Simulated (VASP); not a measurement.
Write the native input for VASP 6.6.1 that does the following.

| Property | Result |
| --- | --- |
| Task | single point |
| Functional | PBEsol |
| Potentials or basis | VASP PAW PBE potentials, release 64 (W_sv, C) |
| Cutoff | 520 eV |
| k mesh | 11 × 11 × 10 |
| Occupations | fermi-dirac, width 0.05 eV |
| Spin | no spin polarisation |
| Dipole correction | no |
| Further INCAR settings | ALGO = Normal; EDIFF = 1e-07; NBANDS = 16 |

The structure of WC (Qusongite) lies in POSCAR:

```
WC
1.0
    2.8820744755      0.0000000000      0.0000000000
   -1.4410372377      2.4959468991      0.0000000000
    0.0000000000      0.0000000000      2.8127618982
W C
1 1
Direct
    0.0000000000      0.0000000000      0.0000000000
    0.6666666667      0.3333333333      0.5000000000
```

One way to write it, as run:

INCAR

```
  PREC = Accurate
  ENCUT = 520
  EDIFF = 1E-7
  ISMEAR = -1
  SIGMA = 0.05
  LREAL = False
  LASPH = True
  NELM = 100
  ALGO = Normal
  ISIF = 2
  LWAVE = False
  LCHARG = False
  GGA = PS
  NBANDS = 16
```

KPOINTS

```
Automatic mesh
0
Gamma
  11 11 10
```

Potentials or basis: VASP PAW PBE potentials, release 64 (W_sv, C).

Run with:

```console
$ cat potpaw_PBE.64/W_sv/POTCAR potpaw_PBE.64/C/POTCAR > POTCAR
$ mpirun -np 1 vasp_std > vasp.out
```

It gave:

* Pressure: 8.5 GPa
* Band gap on the k mesh: zero (band 9 reaches 11.96 eV, above the bottom of band 10 at 10.67 eV)

Caveat: the PAW data sets were made with another functional, which shifts forces and pressure a little; spin-orbit coupling is left out, which moves the levels of the heavy elements.

Run time: 17 s on 1 thread of Intel Xeon 6975P-C, on a shared host, peak memory 0.16 GiB.
